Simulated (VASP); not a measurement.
# CrMo3 (Pm-3m) in VASP: a series of runs, part 3 of 3

VASP 6.6.1.

### 6 Single point, PBEsol, collinear spin, ferromagnetic start

INCAR reads:

```
SYSTEM = CrMo3
  PREC = Accurate
  ENCUT = 520
  EDIFF = 1E-7
  ISMEAR = 0
  SIGMA = 0.1
  LREAL = .FALSE.
  LASPH = .TRUE.
  NELM = 150
  ALGO = Normal
  ISIF = 2
  LWAVE = .FALSE.
  LCHARG = .FALSE.
  ISPIN = 2
  MAGMOM = 0.02 0.02 0.02 1.42
  LORBIT = 11
  NUPDOWN = 1.5
  LMAXMIX = 4
  GGA = PS
  NBANDS = 39
```

KPOINTS reads:

```
Automatic mesh
0
G
  12 12 12
  0 0 0
```

POSCAR reads:

```
CrMo3
1.0
    3.8784800205      0.0000000000      0.0000000000
    0.0000000000      3.8784800205      0.0000000000
    0.0000000000      0.0000000000      3.8784800205
Mo Cr
3 1
Direct
    0.0000000000      0.5000000000      0.5000000000
    0.5000000000      0.0000000000      0.5000000000
    0.5000000000      0.5000000000      0.0000000000
    0.0000000000      0.0000000000      0.0000000000
```

Potentials or basis: VASP PAW PBE potentials, release 64 (Mo_sv, Cr_pv).

Run with:

```console
cat potpaw_PBE.64/Mo_sv/POTCAR potpaw_PBE.64/Cr_pv/POTCAR > POTCAR
mpirun -np 1 vasp_std > vasp.out
```

OUTCAR:

```text
SYSTEM = CrMo3
   PREC = Accurate
   ENCUT = 520
   EDIFF = 1E-7
   ISMEAR = 0
   LREAL = .FALSE.
   LASPH = .TRUE.
   NELM = 150
   ISIF = 2
   ISPIN = 2
   LORBIT = 11
   NUPDOWN = 1.5
   GGA = PS

 ion  position               nearest neighbor table
   1  0.000  0.500  0.500-   2 2.74   3 2.74   4 2.74   3 2.74   4 2.74   2 2.74   4 2.74   4 2.74
                             2 2.74   3 2.74   3 2.74   2 2.74
   2  0.500  0.000  0.500-   1 2.74   3 2.74   4 2.74   3 2.74   4 2.74   1 2.74   3 2.74   3 2.74
                             1 2.74   4 2.74   4 2.74   1 2.74
   3  0.500  0.500  0.000-   1 2.74   2 2.74   4 2.74   1 2.74   2 2.74   2 2.74   4 2.74   2 2.74
                             1 2.74   4 2.74   1 2.74   4 2.74
   4  0.000  0.000  0.000-   1 2.74   2 2.74   3 2.74   1 2.74   2 2.74   1 2.74   3 2.74   1 2.74
                             2 2.74   3 2.74   2 2.74   3 2.74

  LATTYP: Found a simple cubic cell.
 ALAT       =     3.8784800205

  Lattice vectors:

 A1 = (   3.8784800205,   0.0000000000,   0.0000000000)
 A2 = (   0.0000000000,   3.8784800205,   0.0000000000)
 A3 = (   0.0000000000,   0.0000000000,   3.8784800205)

Analysis of symmetry for initial positions (statically):
=====================================================================
 Subroutine PRICEL returns:
 Original cell was already a primitive cell.

 Routine SETGRP: Setting up the symmetry group for a
 simple cubic supercell.

 Subroutine GETGRP returns: Found 48 space group operations
 (whereof 48 operations were pure point group operations)
 out of a pool of 48 trial point group operations.

The static configuration has the point symmetry O_h .

Analysis of symmetry for dynamics (positions and initial velocities):
=====================================================================
 Subroutine PRICEL returns:
 Original cell was already a primitive cell.

 Routine SETGRP: Setting up the symmetry group for a
 simple cubic supercell.

 Subroutine GETGRP returns: Found 48 space group operations
 (whereof 48 operations were pure point group operations)
 out of a pool of 48 trial point group operations.

The dynamic configuration has the point symmetry O_h .

Analysis of structural, dynamic, and magnetic symmetry:
=====================================================================
 Subroutine PRICEL returns:
 Original cell was already a primitive cell.

 Routine SETGRP: Setting up the symmetry group for a
 simple cubic supercell.

 Subroutine GETGRP returns: Found 48 space group operations
 (whereof 48 operations were pure point group operations)
 out of a pool of 48 trial point group operations.

The overall configuration has the point symmetry O_h .

 Subroutine INISYM returns: Found 48 space group operations
 (whereof 48 operations are pure point group operations),
 and found     1 'primitive' translations

----------------------------------------------------------------------------------------

                                     Primitive cell

  volume of cell :      58.3425

  direct lattice vectors                    reciprocal lattice vectors
     3.878480021  0.000000000  0.000000000     0.257832964  0.000000000  0.000000000
     0.000000000  3.878480021  0.000000000     0.000000000  0.257832964  0.000000000
     0.000000000  0.000000000  3.878480021     0.000000000  0.000000000  0.257832964

  length of vectors
     3.878480021  3.878480021  3.878480021     0.257832964  0.257832964  0.257832964
[... 88 lines left out ...]
   NSW    =      0    number of steps for IOM
   IBRION =     -1    ionic relax: 0-MD 1-quasi-New 2-CG
   NFREE  =      0    steps in history (QN), initial steepest desc. (CG)
   ISIF   =      2    stress and relaxation
   ISYM   =      2    0-nonsym 1-usesym 2-fastsym
   POTIM  = 0.5000    time-step for ionic-motion
   TEBEG  =    0.0;   TEEND  =   0.0 temperature during run
   PSTRESS=    0.0 pullay stress
   NELECT =      54.0000    total number of electrons
   NUPDOWN=       1.5000    fix difference up-down
   EMIN   =  10.00;   EMAX   =-10.00  energy-range for DOS
   EFERMI =   0.00;   METHOD = LEGACY
   ISMEAR =     0;   SIGMA  =   0.10  broadening in eV -4-tet -1-fermi 0-gaus
   EFERMI_NEDOS =   21; number of points for ismear=-14 and -15
   IALGO  =     38    algorithm
   IMIX   =      4    mixing-type and parameters
     AMIX     =   0.40;   BMIX     =  1.00
     AMIX_MAG =   1.60;   BMIX_MAG =  1.00
  volume/ion in A,a.u.               =      14.59        98.43
  Fermi-wavevector in a.u.,A,eV,Ry     =   1.595430  3.014926 34.632244  2.545398
  Thomas-Fermi vector in A             =   2.693350
   LORBIT       =     11    0 simple, 1 ext, 2 COOP (PROOUT), +10 PAW based schemes
   GGA     = PS    functional components
   LHFCALC =     F    Hartree Fock is set to
   AEXX    =    0.0000 exact exchange contribution
   IVDW    =     0    specifies the selected vdW correction
   LEPSILON=     F    determine dielectric tensor
   LRPA    =     F    only Hartree local field effects (RPA)
 spin polarized calculation
 Gauss-broadening in eV      SIGMA  =   0.10
  energy-cutoff  :      520.00
  volume of cell :       58.34
 maximum number of plane-waves:      1596
 NGX is ok and might be reduce to    30
   NGX = 15   NGY = 15   NGZ = 15

 number of electron      53.9999981 magnetization       1.5000000

 Free energy of the ion-electron system (eV)
  ---------------------------------------------------
  ext. energy  EPLUGINS =         0.00000000
  ---------------------------------------------------
  free energy    TOTEN  =       -43.70305889 eV

  energy without entropy =      -43.67368484  energy(sigma->0) =      -43.68837187

 E-fermi :  11.7804     XC(G=0): -13.5730

 val. band max:       11.8521296508   @ k =   0.4167   0.4167   0.1667
 cond. band min:      11.7856614034   @ k =   0.2500   0.1667   0.1667
 fundamental gap:     -0.0664682474
 Fermi energy:        11.8528994029

 spin component 1

 k-point     1 :       0.0000    0.0000    0.0000
  band No.  band energies     occupation
      1     -48.7744      1.00000
      2     -48.4475      1.00000
      3     -48.4475      1.00000
      4     -31.3361      1.00000
      5     -31.3361      1.00000
      6     -31.3361      1.00000
[... 997 lines left out ...]
     38      18.5453      0.00000
     39      18.6684      0.00000

 [... further k-points ...]

 spin component 2

 k-point     1 :       0.0000    0.0000    0.0000
  band No.  band energies     occupation
      1     -48.7635      1.00000
      2     -48.4371      1.00000
      3     -48.4371      1.00000
      4     -30.0456      1.00000
      5     -30.0456      1.00000
      6     -30.0456      1.00000
[... 997 lines left out ...]
     38      18.7886      0.00000
     39      19.6583      0.00000

 [... further k-points ...]

------------------------ aborting loop because EDIFF is reached ----------------------------------------

  FORCE on cell =-STRESS in cart. coord.  units (eV):
  Direction    XX          YY          ZZ          XY          YZ          ZX
  --------------------------------------------------------------------------------------
  -------------------------------------------------------------------------------------
  Total        0.7029788      0.7029788      0.7029788      0.0000000     -0.0000000      0.0000000
  in kB       19.3049256     19.3049256     19.3049256      0.0000000     -0.0000000      0.0000000
  external PRESSURE =      19.3049256 kB  Pullay stress =       0.0000000 kB

 VOLUME and BASIS-vectors are now :
 -----------------------------------------------------------------------------
  energy-cutoff  :      520.00
  volume of cell :       58.34
      direct lattice vectors                 reciprocal lattice vectors
     3.878480021  0.000000000  0.000000000     0.257832964  0.000000000  0.000000000
     0.000000000  3.878480021  0.000000000     0.000000000  0.257832964  0.000000000
     0.000000000  0.000000000  3.878480021     0.000000000  0.000000000  0.257832964

 POSITION                                       TOTAL-FORCE (eV/Angst)
 -----------------------------------------------------------------------------------
      0.00000      1.93924      1.93924         0.000000      0.000000      0.000000
      1.93924      0.00000      1.93924         0.000000      0.000000      0.000000
      1.93924      1.93924      0.00000         0.000000      0.000000      0.000000
      0.00000      0.00000      0.00000         0.000000      0.000000      0.000000
 -----------------------------------------------------------------------------------
    total drift:                                0.000000      0.000000     -0.000000

  FREE ENERGIE OF THE ION-ELECTRON SYSTEM (eV)
  ---------------------------------------------------
  free  energy   TOTEN  =       -43.7030588945 eV

  energy  without entropy=      -43.6736848440  energy(sigma->0) =      -43.68837187

 total charge

# of ion       s       p       d       tot
------------------------------------------
    1        2.405   6.191   4.004  12.600
    2        2.405   6.191   4.004  12.600
    3        2.405   6.191   4.004  12.600
    4        0.401   6.347   4.152  10.899
--------------------------------------------------
tot          7.617  24.920  16.164  48.701

 magnetization (x)

# of ion       s       p       d       tot
------------------------------------------
    1       -0.003   0.008   0.013   0.017
    2       -0.003   0.008   0.013   0.017
    3       -0.003   0.008   0.013   0.017
    4        0.017   0.023   1.281   1.321
--------------------------------------------------
tot          0.008   0.046   1.319   1.373
```

stdout:

```text
POSCAR found type information on POSCAR MoCr
 POSCAR found :  2 types and       4 ions
 scaLAPACK will be used
 -----------------------------------------------------------------------------
|                                                                             |
|                                                                             |
|     You enforced a specific xc type in the INCAR file but a different       |
|     I HOPE YOU KNOW WHAT YOU ARE DOING!                                     |
|                                                                             |
 -----------------------------------------------------------------------------

 LDA part: xc-table for (Slater+PW92), standard interpolation
 POSCAR, INCAR and KPOINTS ok, starting setup
 FFT: planning ... GRIDC
 FFT: planning ... GRID_SOFT
 FFT: planning ... GRID
 WAVECAR not read
 entering main loop
```

It took 12 min on 1 thread of Intel Xeon 8259CL, shared host; peak memory 0.38 GiB.

Results:

| Item | Value |
| --- | --- |
| Free energy | -43.7031 eV |
| Pressure | 1.9 GPa |
| Net moment | 1.50 μB per cell |
| Site moments | Mo +0.02; Cr +1.32 μB |
| Valence electrons inside the program's atomic spheres | Mo 12.60; Cr 10.90 |

Caveat: the PAW data sets were made with another functional, which shifts forces and pressure a little; the total moment is fixed, so each spin has its own Fermi level and the state may be an excited one.

### 7 Single point, PBEsol, collinear spin, ferromagnetic start

INCAR reads:

```
  PREC = Accurate
  ENCUT = 520
  EDIFF = 1E-6
  ISMEAR = 0
  SIGMA = 0.1
  LREAL = F
  LASPH = T
  NELM = 150
  ALGO = Normal
  ISIF = 2
  LWAVE = F
  LCHARG = F
  ISPIN = 2
  MAGMOM = 0.26 0.26 0.26 2.58
  LORBIT = 11
  NUPDOWN = 3.5
  LMAXMIX = 4
  GGA = PS
  NBANDS = 39
```

KPOINTS reads:

```
Automatic mesh
0
Gamma
  12 12 12
```

POSCAR is that of step 6.

Run with:

```console
cat potpaw_PBE.64/Mo_sv/POTCAR potpaw_PBE.64/Cr_pv/POTCAR > POTCAR
mpirun -np 1 vasp_std > vasp.out
```

Run time: 14 min. Hardware: 1 thread of Intel Xeon 8259CL, shared host; peak memory 0.35 GiB.

Results (log left out):

| Quantity | Value |
| --- | --- |
| Free energy | -43.4988 eV |
| Pressure | 5.9 GPa |
| Net moment | 3.50 μB per cell |
| Site moments | Mo +0.25; Cr +2.38 μB |
| Valence electrons inside the program's atomic spheres | Mo 12.61; Cr 10.89 |

Caveat: the cell stands under pressure; the PAW data sets were made with another functional, which shifts forces and pressure a little; the total moment is fixed, so each spin has its own Fermi level and the state may be an excited one.

### 8 The runs side by side

```tsv
spin	fixed moment (μB)	pressure (GPa)	moment (μB)
collinear, ferromagnetic start	0.5	0.5	0.50
off	-	0.3	-
collinear, zero start	0.0	0.3	0.00
collinear, ferromagnetic start	1.5	1.9	1.50
collinear, ferromagnetic start	3.5	5.9	3.50
```

Alike in all rows: task single point; level PBEsol; potentials or basis VASP PAW PBE potentials, release 64 (Mo_sv, Cr_pv); cell as given; k mesh 12 × 12 × 12; cutoff (eV) 520; smearing gaussian 0.1 eV.

Caveats: the PAW data sets were made with another functional, which shifts forces and pressure a little; the total moment is fixed, so each spin has its own Fermi level and the state may be an excited one (at least some runs); the total moment is fixed, so each spin has its own Fermi level (at least some runs); the cell stands under pressure (at least some runs).

Absolute energies hang on the potentials; compare differences alone.
